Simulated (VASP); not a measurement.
# InSe (Fd-3m) in VASP: notebook, part 2 of 3

VASP 6.6.1. Earlier steps stand in the parts before.

### 4 Relaxation of cell and atoms, PBE

This run uses another cell than the first one, of 30.06 Å³/atom, 1.189 times its volume.

File INCAR:

```
SYSTEM = InSe
PREC = Accurate
ENCUT = 600
EDIFF = 1E-6
ISMEAR = 0
SIGMA = 0.1
LREAL = .FALSE.
LASPH = .TRUE.
NELM = 80
ALGO = Normal
ISIF = 3
LWAVE = .FALSE.
LCHARG = .FALSE.
GGA = PE
IBRION = 2
NSW = 90
EDIFFG = -0.04
```

File KPOINTS:

```
regular mesh
0
G
  4 4 4
  0 0 0
```

File POSCAR:

```
InSe
1.0
    0.0000000000      3.9176799400      3.9176799400
    3.9176799400      0.0000000000      3.9176799400
    3.9176799400      3.9176799400      0.0000000000
In Se
2 2
Direct
    0.7500000000      0.7500000000      0.7500000000
    0.5000000000      0.5000000000      0.5000000000
    0.2500000000      0.2500000000      0.2500000000
    0.0000000000      0.0000000000      0.0000000000
```

Potentials or basis: VASP PAW PBE potentials, release 64 (In_d, Se).

Run with:

```console
$ cat potpaw_PBE.64/In_d/POTCAR potpaw_PBE.64/Se/POTCAR > POTCAR
$ mpirun -np 1 vasp_std > vasp.out
```

OUTCAR:

```text
SYSTEM = InSe
   PREC = Accurate
   ENCUT = 600
   EDIFF = 1E-6
   ISMEAR = 0
   LREAL = .FALSE.
   LASPH = .TRUE.
   NELM = 80
   ISIF = 3
   GGA = PE
   IBRION = 2
   NSW = 90
   EDIFFG = -0.04

 ion  position               nearest neighbor table
   1  0.750  0.750  0.750-   2 3.39   2 3.39   2 3.39   2 3.39   4 3.39   4 3.39   4 3.39   4 3.39

   2  0.500  0.500  0.500-   3 3.39   3 3.39   3 3.39   1 3.39   3 3.39   1 3.39   1 3.39   1 3.39

   3  0.250  0.250  0.250-   2 3.39   2 3.39   2 3.39   2 3.39
   4  0.000  0.000  0.000-   1 3.39   1 3.39   1 3.39   1 3.39

  LATTYP: Found a face centered cubic cell.
 ALAT       =     7.8353598800

  Lattice vectors:

 A1 = (   0.0000000000,   3.9176799400,   3.9176799400)
 A2 = (   3.9176799400,   0.0000000000,   3.9176799400)
 A3 = (   3.9176799400,   3.9176799400,   0.0000000000)

Analysis of symmetry for initial positions (statically):
=====================================================================
 Subroutine PRICEL returns:
 Original cell was already a primitive cell.

 Routine SETGRP: Setting up the symmetry group for a
 face centered cubic supercell.

 Subroutine GETGRP returns: Found 48 space group operations
 (whereof 24 operations were pure point group operations)
 out of a pool of 48 trial point group operations.

The static configuration has the point symmetry T_d .
 The point group associated with its full space group is O_h .

Analysis of symmetry for dynamics (positions and initial velocities):
=====================================================================
 Subroutine PRICEL returns:
 Original cell was already a primitive cell.

 Routine SETGRP: Setting up the symmetry group for a
 face centered cubic supercell.

 Subroutine GETGRP returns: Found 48 space group operations
 (whereof 24 operations were pure point group operations)
 out of a pool of 48 trial point group operations.

The dynamic configuration has the point symmetry T_d .
 The point group associated with its full space group is O_h .

 Subroutine INISYM returns: Found 48 space group operations
 (whereof 24 operations are pure point group operations),
 and found     1 'primitive' translations

----------------------------------------------------------------------------------------

                                     Primitive cell

  volume of cell :     120.2588

  direct lattice vectors                    reciprocal lattice vectors
     0.000000000  3.917679940  3.917679940    -0.127626556  0.127626556  0.127626556
     3.917679940  0.000000000  3.917679940     0.127626556 -0.127626556  0.127626556
     3.917679940  3.917679940  0.000000000     0.127626556  0.127626556 -0.127626556

  length of vectors
     5.540436104  5.540436104  5.540436104     0.221055680  0.221055680  0.221055680

  position of ions in fractional coordinates (direct lattice)
     0.750000000  0.750000000  0.750000000
     0.500000000  0.500000000  0.500000000
     0.250000000  0.250000000  0.250000000
     0.000000000  0.000000000  0.000000000

  ion indices of the primitive-cell ions
   primitive index   ion index
                 1           1
                 2           2
                 3           3
                 4           4

----------------------------------------------------------------------------------------

 KPOINTS: regular mesh

Automatic generation of k-mesh.
 Grid dimensions read from file:
 generate k-points for:    4    4    4

 Generating k-lattice:

  Cartesian coordinates                     Fractional coordinates (reciprocal lattice)
    -0.031906639  0.031906639  0.031906639     0.250000000  0.000000000  0.000000000
     0.031906639 -0.031906639  0.031906639     0.000000000  0.250000000  0.000000000
     0.031906639  0.031906639 -0.031906639     0.000000000  0.000000000  0.250000000

  Length of vectors
     0.055263920  0.055263920  0.055263920

  Shift w.r.t. Gamma in fractional coordinates (k-lattice)
     0.000000000  0.000000000  0.000000000

 Subroutine IBZKPT returns following result:
 ===========================================

 Found      8 irreducible k-points:

 Following reciprocal coordinates:
            Coordinates               Weight
  0.000000  0.000000  0.000000      1.000000
  0.250000  0.000000  0.000000      8.000000
  0.500000  0.000000  0.000000      4.000000
  0.250000  0.250000  0.000000      6.000000
  0.500000  0.250000  0.000000     24.000000
 -0.250000  0.250000  0.000000     12.000000
  0.500000  0.500000  0.000000      3.000000
 -0.250000  0.500000  0.250000      6.000000
   k-points           NKPTS =      8   k-points in BZ     NKDIM =      8   number of bands    NBANDS=     23
   number of dos      NEDOS =    301   number of ions     NIONS =      4
   total plane-waves  NPLWV = 110592
   dimension x,y,z NGX =    48 NGY =   48 NGZ =   48
   dimension x,y,z NGXF=    96 NGYF=   96 NGZF=   96
   ions per type =               2   2
   NGX,Y,Z   is equivalent  to a cutoff of  14.40, 14.40, 14.40 a.u.
   NGXF,Y,Z  is equivalent  to a cutoff of  28.81, 28.81, 28.81 a.u.
 SYSTEM =  InSe
   PREC   = accura    normal or accurate (medium, high low for compatibility)
   ISTART =      0    job   : 0-new  1-cont  2-samecut
   ICHARG =      2    charge: 1-file 2-atom 10-const
   ISPIN  =      1    spin polarized calculation?
   LNONCOLLINEAR =      F non collinear calculations
   LSORBIT =      F    spin-orbit coupling
   LASPH  =      T    aspherical Exc in radial PAW
   ENCUT  =  600.0 eV  44.10 Ry    6.64 a.u.  11.07 11.07 11.07*2*pi/ulx,y,z
   NELM   =     80;   NELMIN=  2; NELMDL= -5     # of ELM steps
   EDIFF  = 0.1E-05   stopping-criterion for ELM
   LREAL  =      F    real-space projection
   EDIFFG = -.4E-01   stopping-criterion for IOM
   NSW    =     90    number of steps for IOM
   IBRION =      2    ionic relax: 0-MD 1-quasi-New 2-CG
   NFREE  =      1    steps in history (QN), initial steepest desc. (CG)
   ISIF   =      3    stress and relaxation
   ISYM   =      2    0-nonsym 1-usesym 2-fastsym
   POTIM  = 0.5000    time-step for ionic-motion
   TEBEG  =    0.0;   TEEND  =   0.0 temperature during run
   PSTRESS=    0.0 pullay stress
   NELECT =      38.0000    total number of electrons
   NUPDOWN=      -1.0000    fix difference up-down
   EMIN   =  10.00;   EMAX   =-10.00  energy-range for DOS
   EFERMI =   0.00;   METHOD = LEGACY
   ISMEAR =     0;   SIGMA  =   0.10  broadening in eV -4-tet -1-fermi 0-gaus
   EFERMI_NEDOS =   21; number of points for ismear=-14 and -15
   IALGO  =     38    algorithm
   IMIX   =      4    mixing-type and parameters
     AMIX     =   0.40;   BMIX     =  1.00
     AMIX_MAG =   1.60;   BMIX_MAG =  1.00
  volume/ion in A,a.u.               =      30.06       202.89
  Fermi-wavevector in a.u.,A,eV,Ry     =   1.115057  2.107152 16.916833  1.243352
  Thomas-Fermi vector in A             =   2.251658
   LORBIT       =      0    0 simple, 1 ext, 2 COOP (PROOUT), +10 PAW based schemes
   GGA     = PE    functional components
   LHFCALC =     F    Hartree Fock is set to
   AEXX    =    0.0000 exact exchange contribution
   IVDW    =     0    specifies the selected vdW correction
   LEPSILON=     F    determine dielectric tensor
   LRPA    =     F    only Hartree local field effects (RPA)
 conjugate gradient relaxation of ions
 non-spin polarized calculation
 Gauss-broadening in eV      SIGMA  =   0.10
  energy-cutoff  :      600.00
  volume of cell :      120.26
 maximum number of plane-waves:      4044
 NGX is ok and might be reduce to    48
   NGX = 23   NGY = 23   NGZ = 23

--------------------------------------- Ionic step        1  -------------------------------------------

 number of electron      37.9999997 magnetization

 Free energy of the ion-electron system (eV)
  ---------------------------------------------------
  ext. energy  EPLUGINS =         0.00000000
  ---------------------------------------------------
  free energy    TOTEN  =       -11.48574615 eV

  energy without entropy =      -11.47725378  energy(sigma->0) =      -11.48149997

 E-fermi :   3.5903     XC(G=0):  -9.1733

 val. band max:        3.5184494040   @ k =   0.5000   0.5000   0.0000
 cond. band min:       3.8297482473   @ k =   0.2500   0.0000   0.0000
 fundamental gap:      0.3112988432
 Fermi energy:         3.5902931107

 k-point     1 :       0.0000    0.0000    0.0000
  band No.  band energies     occupation
      1     -10.6453      2.00000
      2     -10.6453      2.00000
      3     -10.6453      2.00000
      4     -10.6158      2.00000
      5     -10.6158      2.00000
      6     -10.5039      2.00000
[... 270 lines left out ...]
  energy  without entropy=      -11.7782423144  energy(sigma->0) =      -11.78123916

--------------------------------------- Ionic step        3  -------------------------------------------

 number of electron      38.0000004 magnetization

 Free energy of the ion-electron system (eV)
  ---------------------------------------------------
  ext. energy  EPLUGINS =         0.00000000
  ---------------------------------------------------
  free energy    TOTEN  =       -11.81245005 eV

  energy without entropy =      -11.80657974  energy(sigma->0) =      -11.80951489

 E-fermi :   5.4501     XC(G=0):  -9.9462

 val. band max:        5.4141969169   @ k =   0.5000   0.5000   0.0000
 cond. band min:       5.6266668845   @ k =   0.5000   0.5000   0.0000
 fundamental gap:      0.2124699676
 Fermi energy:         5.4500679964

 k-point     1 :       0.0000    0.0000    0.0000
  band No.  band energies     occupation
      1      -9.0682      2.00000
      2      -9.0682      2.00000
      3      -9.0682      2.00000
      4      -9.0267      2.00000
      5      -9.0267      2.00000
      6      -8.8476      2.00000
[... 228 lines left out ...]
  FREE ENERGIE OF THE ION-ELECTRON SYSTEM (eV)
  ---------------------------------------------------
  free  energy   TOTEN  =       -11.8124500477 eV

  energy  without entropy=      -11.8065797359  energy(sigma->0) =      -11.80951489

 reached required accuracy - stopping structural energy minimisation
```

OSZICAR:

```text
N       E                     dE             d eps       ncg     rms          rms(c)
DAV:   1     0.314358442813E+03    0.31436E+03   -0.19261E+04   368   0.198E+03
DAV:   2     0.232209816008E+02   -0.29114E+03   -0.28818E+03   375   0.435E+02
DAV:   3    -0.105891604663E+02   -0.33810E+02   -0.33401E+02   488   0.151E+02
[... 27 lines left out ...]
DAV:   5    -0.118124164431E+02    0.85375E-03   -0.21432E-03   451   0.392E-01    0.146E-01
DAV:   6    -0.118124561801E+02   -0.39737E-04   -0.27360E-04   442   0.122E-01    0.562E-02
DAV:   7    -0.118124536885E+02    0.24917E-05   -0.18910E-05   449   0.295E-02    0.149E-02
DAV:   8    -0.118124500037E+02    0.36848E-05   -0.27758E-06   304   0.183E-02    0.212E-03
DAV:   9    -0.118124500477E+02   -0.44016E-07   -0.22527E-07   184   0.615E-03
   3 F= -.11812450E+02 E0= -.11809515E+02  d E =-.326704E+00
```

CONTCAR:

```text
InSe
   1.00000000000000
     0.0000000000000000    3.7015577438495946    3.7015577438495946
     3.7015577438495946    0.0000000000000000    3.7015577438495946
     3.7015577438495946    3.7015577438495946    0.0000000000000000
  In              Se
     2     2
Direct
     0.7500000000000000    0.7500000000000000    0.7500000000000000
     0.5000000000000000    0.5000000000000000    0.5000000000000000
     0.2500000000000000    0.2500000000000000    0.2500000000000000
     0.0000000000000000    0.0000000000000000    0.0000000000000000

  0.00000000E+00  0.00000000E+00  0.00000000E+00
  0.00000000E+00  0.00000000E+00  0.00000000E+00
  0.00000000E+00  0.00000000E+00  0.00000000E+00
  0.00000000E+00  0.00000000E+00  0.00000000E+00
```

It took 56 s on 1 thread of Intel Xeon Platinum 8488C (Sapphire Rapids), shared host; peak memory 0.32 GiB.

What came out:

```
Free energy                            : -11.8125 eV
Relaxed volume                         : 25.36 Å³/atom
Relaxed cell                           : a = 5.235 Å, b = 5.235 Å, c = 5.235 Å, α = 60.00°, β = 60.00°, γ = 60.00°
Space group after relaxing (to 0.05 Å) : Fd-3m (No. 227)
Energy gained by relaxing              : 81.7 meV/atom
Ionic steps                            : 3
Pressure after relaxing                : -0.2 GPa
Band gap on the k mesh                 : zero (band 19 reaches 6.05 eV, above the bottom of band 20 at 5.05 eV)
```

The path:
```
step  energy change (eV)  largest force (eV/Å)  pressure (GPa)  volume (Å³)
   1              0.0000                0.0000           -4.54       120.26
   2             -0.2985                0.0000           -1.75       106.03
   3             -0.3267                0.0000           -0.16       101.43
```

Final structure:
```xyz
4
Lattice="0.0000 3.7016 3.7016 3.7016 0.0000 3.7016 3.7016 3.7016 0.0000" Properties=species:S:1:pos:R:3 pbc="T T T"
In    5.5523    5.5523    5.5523
In    3.7016    3.7016    3.7016
Se    1.8508    1.8508    1.8508
Se    0.0000    0.0000    0.0000
```

Levels at points of the mesh, in eV from the Fermi level:
| k point | band 17 | band 18 | band 19 | band 20 | band 21 | band 22 |
| --- | --- | --- | --- | --- | --- | --- |
| (0.00, 0.00, 0.00) | -1.85 | -1.85 | -1.85 | -0.08 | 1.15 | 1.15 |
| (0.50, 0.00, 0.00) | -1.65 | -1.65 | -0.74 | -0.40 | 1.97 | 1.97 |
| (0.50, 0.50, 0.00) | -0.04 | -0.04 | 0.18 | 0.18 | 2.59 | 2.59 |

Caveat: the volume moved by over 15 % at a fixed basis, so the end points are rough; spin-orbit coupling is left out, which moves the levels of the heavy elements.

### 5 Single point, PBE

This run uses another cell than the first one, of 24.91 Å³/atom, 0.985 times its volume.

File INCAR:

```
PREC = Accurate ; ENCUT = 520
EDIFF = 1E-6 ; ISMEAR = 0
SIGMA = 0.1 ; LREAL = F
LASPH = T ; NELM = 60
ALGO = Normal ; ISIF = 2
LWAVE = F ; LCHARG = T
GGA = PE ; LELF = T
LVHAR = T ; NBANDS = 27
```

File KPOINTS:

```
regular mesh
0
Gamma
  12 12 12
```

File POSCAR:

```
InSe
1.0
    0.0000000000      3.6795961940      3.6795961940
    3.6795961940      0.0000000000      3.6795961940
    3.6795961940      3.6795961940      0.0000000000
In Se
2 2
Direct
    0.2500000000      0.2500000000      0.2500000000
    0.0000000000      0.0000000000      0.0000000000
    0.7500000000      0.7500000000      0.7500000000
    0.5000000000      0.5000000000      0.5000000000
```

Potentials or basis: VASP PAW PBE potentials, release 64 (In_d, Se).

Run with:

```console
$ cat potpaw_PBE.64/In_d/POTCAR potpaw_PBE.64/Se/POTCAR > POTCAR
$ mpirun -np 1 vasp_std > vasp.out
```

OUTCAR:

```text
PREC = Accurate
   ENCUT = 520
   EDIFF = 1E-6
   ISMEAR = 0
   LREAL = F
   LASPH = T
   NELM = 60
   ISIF = 2
   GGA = PE

 ion  position               nearest neighbor table
   1  0.250  0.250  0.250-   2 3.19   2 3.19   2 3.19   2 3.19   4 3.19   4 3.19   4 3.19   4 3.19

   2  0.000  0.000  0.000-   3 3.19   3 3.19   3 3.19   1 3.19   3 3.19   1 3.19   1 3.19   1 3.19

   3  0.750  0.750  0.750-   2 3.19   2 3.19   2 3.19   2 3.19
   4  0.500  0.500  0.500-   1 3.19   1 3.19   1 3.19   1 3.19

  LATTYP: Found a face centered cubic cell.
 ALAT       =     7.3591923880

  Lattice vectors:

 A1 = (   0.0000000000,   3.6795961940,   3.6795961940)
 A2 = (   3.6795961940,   0.0000000000,   3.6795961940)
 A3 = (   3.6795961940,   3.6795961940,   0.0000000000)

Analysis of symmetry for initial positions (statically):
=====================================================================
 Subroutine PRICEL returns:
 Original cell was already a primitive cell.

 Routine SETGRP: Setting up the symmetry group for a
 face centered cubic supercell.

 Subroutine GETGRP returns: Found 48 space group operations
 (whereof 24 operations were pure point group operations)
 out of a pool of 48 trial point group operations.

The static configuration has the point symmetry T_d .
 The point group associated with its full space group is O_h .

Analysis of symmetry for dynamics (positions and initial velocities):
=====================================================================
 Subroutine PRICEL returns:
 Original cell was already a primitive cell.

 Routine SETGRP: Setting up the symmetry group for a
 face centered cubic supercell.

 Subroutine GETGRP returns: Found 48 space group operations
 (whereof 24 operations were pure point group operations)
 out of a pool of 48 trial point group operations.
[... 115 lines left out ...]
   TEBEG  =    0.0;   TEEND  =   0.0 temperature during run
   PSTRESS=    0.0 pullay stress
   NELECT =      38.0000    total number of electrons
   NUPDOWN=      -1.0000    fix difference up-down
   EMIN   =  10.00;   EMAX   =-10.00  energy-range for DOS
   EFERMI =   0.00;   METHOD = LEGACY
   ISMEAR =     0;   SIGMA  =   0.10  broadening in eV -4-tet -1-fermi 0-gaus
   EFERMI_NEDOS =   21; number of points for ismear=-14 and -15
   IALGO  =     38    algorithm
   IMIX   =      4    mixing-type and parameters
     AMIX     =   0.40;   BMIX     =  1.00
     AMIX_MAG =   1.60;   BMIX_MAG =  1.00
  volume/ion in A,a.u.               =      24.91       168.10
  Fermi-wavevector in a.u.,A,eV,Ry     =   1.187205  2.243493 19.176823  1.409457
  Thomas-Fermi vector in A             =   2.323362
   LORBIT       =      0    0 simple, 1 ext, 2 COOP (PROOUT), +10 PAW based schemes
   GGA     = PE    functional components
   LHFCALC =     F    Hartree Fock is set to
   AEXX    =    0.0000 exact exchange contribution
   IVDW    =     0    specifies the selected vdW correction
   LEPSILON=     F    determine dielectric tensor
   LRPA    =     F    only Hartree local field effects (RPA)
 non-spin polarized calculation
 Gauss-broadening in eV      SIGMA  =   0.10
  energy-cutoff  :      520.00
  volume of cell :       99.64
 maximum number of plane-waves:      2733
   NGX = 19   NGY = 19   NGZ = 19

 number of electron      38.0000014 magnetization

 Free energy of the ion-electron system (eV)
  ---------------------------------------------------
  ext. energy  EPLUGINS =         0.00000000
  ---------------------------------------------------
  free energy    TOTEN  =       -11.83499730 eV

  energy without entropy =      -11.82230408  energy(sigma->0) =      -11.82865069

 E-fermi :   5.6281     XC(G=0): -10.0365

 val. band max:        5.6154637891   @ k =  -0.4167   0.4167   0.0000
 cond. band min:       5.6377742463   @ k =  -0.3333   0.4167   0.0833
 fundamental gap:      0.0223104573
 Fermi energy:         5.6280503033

 k-point     1 :       0.0000    0.0000    0.0000
  band No.  band energies     occupation
      1      -8.8721      2.00000
      2      -8.8721      2.00000
      3      -8.8721      2.00000
      4      -8.8291      2.00000
      5      -8.8291      2.00000
      6      -8.6415      2.00000
[... 709 lines left out ...]
     26      12.8899      0.00000
     27      15.0380      0.00000

 [... further k-points ...]
[... 5 lines left out ...]
  --------------------------------------------------------------------------------------
  -------------------------------------------------------------------------------------
  Total       -0.0197051     -0.0197051     -0.0197051      0.0000000     -0.0000000      0.0000000
  in kB       -0.3168540     -0.3168540     -0.3168540      0.0000000     -0.0000000      0.0000000
  external PRESSURE =      -0.3168540 kB  Pullay stress =       0.0000000 kB

 VOLUME and BASIS-vectors are now :
 -----------------------------------------------------------------------------
  energy-cutoff  :      520.00
  volume of cell :       99.64
      direct lattice vectors                 reciprocal lattice vectors
     0.000000000  3.679596194  3.679596194    -0.135884476  0.135884476  0.135884476
     3.679596194  0.000000000  3.679596194     0.135884476 -0.135884476  0.135884476
     3.679596194  3.679596194  0.000000000     0.135884476  0.135884476 -0.135884476

 POSITION                                       TOTAL-FORCE (eV/Angst)
 -----------------------------------------------------------------------------------
      1.83980      1.83980      1.83980         0.000000      0.000000      0.000000
      0.00000      0.00000      0.00000        -0.000000     -0.000000     -0.000000
      5.51939      5.51939      5.51939         0.000000      0.000000     -0.000000
      3.67960      3.67960      3.67960        -0.000000     -0.000000     -0.000000
 -----------------------------------------------------------------------------------
    total drift:                               -0.000000      0.000000      0.000000

  FREE ENERGIE OF THE ION-ELECTRON SYSTEM (eV)
  ---------------------------------------------------
  free  energy   TOTEN  =       -11.8349972989 eV

  energy  without entropy=      -11.8223040776  energy(sigma->0) =      -11.82865069
```

Run time: 1.7 min. Hardware: 1 thread of Intel Xeon Platinum 8488C (Sapphire Rapids), shared host; peak memory 0.34 GiB.

What came out:

* Free energy: -11.8350 eV
* Pressure: 0.0 GPa
* Band gap on the k mesh: zero (band 19 reaches 6.23 eV, above the bottom of band 20 at 4.54 eV)

Caveat: spin-orbit coupling is left out, which moves the levels of the heavy elements.

[end of part 2 of 3]
